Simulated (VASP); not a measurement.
Input of a VASP 6.6.1 run:

File INCAR:

```
SYSTEM = Al2Cu
  ALGO = Fast
  EDIFF = 1E-6
  ENCUT = 520
  GGA = PS
  ISIF = 2
  ISMEAR = 0
  LASPH = .True.
  LCHARG = .False.
  LREAL = .False.
  LWAVE = .False.
  NBANDS = 26
  NELM = 80
  PREC = Accurate
  SIGMA = 0.15
```

KPOINTS

```
k-points
0
Gamma
  12 12 12
  0 0 0
```

File POSCAR:

```
Al2Cu
1.0
   -2.9965506908      2.9965506908      2.4139243088
    2.9965506908     -2.9965506908      2.4139243088
    2.9965506908      2.9965506908     -2.4139243088
Al Cu
4 2
Direct
    0.1593199577      0.6593199577      0.8186399154
    0.6593199577      0.8406800423      0.5000000000
    0.8406800423      0.3406800423      0.1813600846
    0.3406800423      0.1593199577      0.5000000000
    0.8121394795      0.8121394795      0.0000000000
    0.3121394795      0.3121394795      0.0000000000
```

Potentials or basis: VASP PAW PBE potentials, release 64 (Al, Cu).

The run is started by

```bash
$ cat potpaw_PBE.64/Al/POTCAR potpaw_PBE.64/Cu/POTCAR > POTCAR
$ mpirun -np 1 vasp_std > vasp.out
```

Task: Estimate the band gap on the k mesh.

Result: Zero (bands 17 and 18 overlap by 4.48 eV).

Task: Estimate the largest force.

Result: 1.121 eV/Å.

Task: Predict the pressure.

Result: 1.8 GPa.

Stress tensor (GPa, compression positive):
```
 2.88  0.00  0.00
 0.00  2.88  0.00
 0.00  0.00 -0.24
```

Caveat: the cell differs from its parent crystal (all Cu atoms moved -0.300 Å, as atom 5 towards its neighbour atom 6 (Cu) at 2.414 Å); the PAW data sets were made with another functional, which shifts forces and pressure a little.
